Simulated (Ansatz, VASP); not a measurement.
# One calculation of Ca2BPb, two programs

```
CELL_PARAMETERS angstrom
4.10815 0.00000 0.00000
-2.05408 3.55776 0.00000
0.00000 0.00000 5.42316
ATOMIC_POSITIONS crystal
Ca 0.33333 0.66667 0.74889
Ca 0.33333 0.66667 0.25111
B 0.66667 0.33333 0.00000
Pb 0.00000 0.00000 0.00000
```

Alike in both runs: task relaxation of cell and atoms; functional PBE; k mesh 6 × 6 × 4; occupations gaussian, width 0.1 eV; no spin polarisation.

|  | VASP | Ansatz |
| --- | --- | --- |
| version | VASP 6.6.1 | Ansatz 0.2.0 |
| potentials or method | VASP PAW PBE potentials, release 64 (Ca_sv, B, Pb_d), cutoff 600 eV | scalar-relativistic, plane waves, PAW |
| valence electrons in the cell | 37 | 37 |

Ansatz gave:

- gap on the k mesh at the Fermi level, each at its own relaxed structure (eV): none
- relaxed volume (Å³/atom): 28.94
- relaxed cell length with the largest relative difference (Å): 8.223

Question: What did VASP give for the same quantities?

Answer: gap on the k mesh at the Fermi level, each at its own relaxed structure (eV): none; relaxed volume (Å³/atom): 28.63; relaxed cell length with the largest relative difference (Å): 8.181.

A gap of «none» marks a metal or a gap that the smearing closes.

Spin-orbit coupling is off throughout. Noted on VASP's run: the volume moved by over 15 % at a fixed basis, so the end points are rough.
